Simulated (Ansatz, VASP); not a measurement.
## One calculation of In3As, two programs

File INCAR:

```
ALGO = Fast
EDIFF = 1E-6
EDIFFG = -0.01
ENCUT = 600
GGA = PE
IBRION = 2
ISIF = 3
ISMEAR = -1
LASPH = T
LCHARG = F
LREAL = F
LWAVE = F
NELM = 100
NSW = 60
PREC = Accurate
SIGMA = 0.05
```

File KPOINTS:

```
k-points
0
Gamma
  6 6 6
```

POSCAR

```
In3As
1.0
    4.6716810000      0.0000000000      0.0000000000
    0.0000000000      4.6716810000      0.0000000000
    0.0000000000      0.0000000000      4.6716810000
In As
3 1
Direct
    0.5000000000      0.5000000000      0.0000000000
    0.5000000000      0.0000000000      0.5000000000
    0.0000000000      0.5000000000      0.5000000000
    0.0000000000      0.0000000000      0.0000000000
```

The input input.yaml:

```yaml
crystal:
  lattice:
    - [4.671681, 0.0, 0.0]
    - [0.0, 4.671681, 0.0]
    - [0.0, 0.0, 4.671681]
  atoms:
    - { symbol: In, position: [0.5, 0.5, 0.0] }
    - { symbol: In, position: [0.5, 0.0, 0.5] }
    - { symbol: In, position: [0.0, 0.5, 0.5] }
    - { symbol: As, position: [0.0, 0.0, 0.0] }
hamiltonian:
  xc: pbe
  pseudopotentials: { kind: paw, source: ansatz }
kpoints:
  mp_grid: { grid: [6, 6, 6] }
scf:
  occupations: { method: fermi_dirac, width: 0.05 }
output:
  forces: true
  stress: true
  eigenvalues: true
relax:
  f_tol: 0.01
  max_steps: 40
  cell: { stress_tol: 0.05 }
```

Alike in both runs: task relaxation of cell and atoms; functional PBE; k mesh 6 × 6 × 6; occupations fermi-dirac, width 0.05 eV; no spin polarisation.

|  | VASP | Ansatz |
| --- | --- | --- |
| version | VASP 6.6.1 | Ansatz 0.2.0 |
| potentials or method | VASP PAW PBE potentials, release 64 (In_d, As) | Ansatz PAW earlier set |
| plane-wave cutoff (eV) | 600 | 710 |
| valence electrons in the cell | 44 | 78 |

|  | VASP | Ansatz | Ansatz less VASP |
| --- | --- | --- | --- |
| gap on the k mesh at the Fermi level, each at its own relaxed structure (eV) | none | none | - |
| relaxed volume (Å³/atom) | 25.87 | 25.88 | +0.009 |
| relaxed cell length with the largest relative difference (Å) | 4.695 | 4.695 | +0.0006 |

A gap of «none» marks a metal or a gap that the smearing closes. VASP's potentials hold 44 valence electrons a cell and Ansatz's 78, so a difference there can come from the potentials and not from the codes.

Noted on Ansatz's run: the plane-wave basis is chosen anew once the cell has moved, so the energies of steps on either side of that aren't comparable.
